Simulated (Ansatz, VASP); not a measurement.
## Two plane-wave programs on Sn

```xyz
1
Lattice="3.1168 0.0000 0.0000 0.0000 3.1168 0.0000 0.0000 0.0000 3.1168" Properties=species:S:1:pos:R:3 pbc="T T T"
Sn    0.0000    0.0000    0.0000
```

Alike in both runs: task single point; functional LDA; k mesh 12 × 12 × 12; occupations fermi-dirac, width 0.1 eV; no spin polarisation.

|  | VASP | Ansatz |
| --- | --- | --- |
| version | VASP 6.6.1 | Ansatz 0.2.0 |
| potentials or method | VASP PAW LDA potentials, release 64 (Sn_d), cutoff 520 eV | plane waves (420 eV) with PAW, scalar-relativistic |
| valence electrons in the cell | 14 | 14 |

```csv
,VASP,Ansatz,Ansatz less VASP
pressure (GPa),-4.8,-4.8,-0.01
```

Ansatz warns that its potentials were made for another functional, while VASP's fit it. LDA's correlation is that of Perdew and Zunger in VASP and of Perdew and Wang (1992) in Ansatz.
